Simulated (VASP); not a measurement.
A run of VASP 6.6.1 is set up as follows.

Contents of INCAR:

```
SYSTEM = BaTiO3
PREC     = Accurate       ! precision mode
ENCUT    = 1000           ! plane-wave cutoff, eV
EDIFF    = 1E-8           ! SCF threshold, eV
ISMEAR   = -1             ! smearing method
SIGMA    = 0.02           ! smearing width, eV
LREAL    = .False.        ! projectors in reciprocal space
LASPH    = .True.         ! aspherical terms in the spheres
NELM     = 120            ! most SCF steps
ALGO     = Normal         ! electronic algorithm
ISIF     = 2              ! what is computed and relaxed
LWAVE    = .False.        ! write WAVECAR
LCHARG   = .False.        ! write CHGCAR
GGA      = PE             ! functional
IVDW     = 13             ! dispersion correction
LEFG     = .True.       
NBANDS   = 28             ! bands
GGA_COMPAT= .False.
```

Contents of KPOINTS:

```
Automatic mesh
0
Gamma
  5 5 5
  0 0 0
```

The input POSCAR:

```
BaTiO3
1.0
    4.0076816357      0.0000000000      0.0000000000
    0.0000000000      4.0076816357      0.0000000000
    0.0000000000      0.0000000000      4.0076816357
Ba Ti O
1 1 3
Direct
    0.5000000000      0.5000000000      0.5000000000
    0.0000000000      0.0000000000      0.0000000000
    0.5000000000      0.0000000000      0.0000000000
    0.0000000000      0.5000000000      0.0000000000
    0.0000000000      0.0000000000      0.5000000000
```

Potentials or basis: VASP PAW PBE potentials, release 64 (Ba_sv, Ti_sv, O_h).

Run with:

```console
$ cat potpaw_PBE.64/Ba_sv/POTCAR potpaw_PBE.64/Ti_sv/POTCAR potpaw_PBE.64/O_h/POTCAR > POTCAR
$ mpirun -np 1 vasp_std > vasp.out
```

(1) What does it give for the dispersion energy per atom?

(2) What does it give for the pressure?

(3) Estimate the band gap on the k mesh.

## Answers

(1) -0.215 eV.

(2) 0.4 GPa.

(3) 1.85 eV (least direct gap 1.88 eV).

Caveat: without QUAD_EFG the Cq values of the log hold for a quadrupole moment of 1 mb, not for the nuclei; spin-orbit coupling is left out, which moves the levels of the heavy elements; an odd mesh through Γ misses points on the zone boundary, where band edges can lie.
